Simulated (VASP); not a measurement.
A run of VASP 6.6.1 is set up as follows.

Contents of INCAR:

```
PREC = Accurate
ENCUT = 520
EDIFF = 1E-6
ISMEAR = 0
SIGMA = 0.15
LREAL = F
LASPH = T
NELM = 60
ALGO = Fast
ISIF = 2
LWAVE = F
LCHARG = F
GGA = PE
NBANDS = 12
```

File KPOINTS:

```
Automatic mesh
0
Gamma
  22 22 22
```

File POSCAR:

```
Zn
1.0
    0.2689344772      2.1075931635      2.1075931635
    2.1075931635      0.2689344772      2.1075931635
    2.1075931635      2.1075931635      0.2689344772
Zn
1
Direct
    0.0000000000      0.0000000000      0.0000000000
```

Potentials or basis: VASP PAW PBE potentials, release 64 (Zn).

Command:

```console
$ cat potpaw_PBE.64/Zn/POTCAR > POTCAR
$ mpirun -np 1 vasp_std > vasp.out
```

Task: Estimate the band gap on the k mesh.

Result: Zero (bands 6 and 7 overlap by 5.51 eV).

Task: Estimate the pressure.

Result: 2.0 GPa.

Stress tensor (GPa, compression positive):
```
 2.03 -0.49 -0.49
-0.49  2.03 -0.49
-0.49 -0.49  2.03
```
